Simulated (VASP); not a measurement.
A run of VASP 6.6.1 is set up as follows.

The input INCAR:

```
PREC = Accurate
ENCUT = 520
EDIFF = 1E-6
ISMEAR = 0
SIGMA = 0.05
LREAL = F
LASPH = T
NELM = 60
ALGO = Normal
ISIF = 2
LWAVE = F
LCHARG = F
GGA = PE
NBANDS = 16
```

KPOINTS

```
regular mesh
0
Gamma
  8 8 8
```

The input POSCAR:

```
GaP
1.0
    0.0000000000      2.6837233921      2.6837233921
    2.6837233921      0.0000000000      2.6837233921
    2.6837233921      2.6837233921      0.0000000000
Ga P
1 1
Direct
    0.0000000000      0.0000000000      0.0000000000
    0.7500000000      0.7500000000      0.7500000000
```

Potentials or basis: VASP PAW PBE potentials, release 64 (Ga_d, P).

The run is started by

```bash
$ cat potpaw_PBE.64/Ga_d/POTCAR potpaw_PBE.64/P/POTCAR > POTCAR
$ mpirun -np 1 vasp_std > vasp.out
```

Problem. What does it give for the band gap on the k mesh?

Solution. 1.55 eV, indirect (least direct gap 2.21 eV).

Problem. What does it give for the pressure?

Solution. 6.9 GPa.

Caveat: the cell differs from its parent crystal (strain -0.025 along x and y, -0.025 along z). A k mesh can miss the band edges.
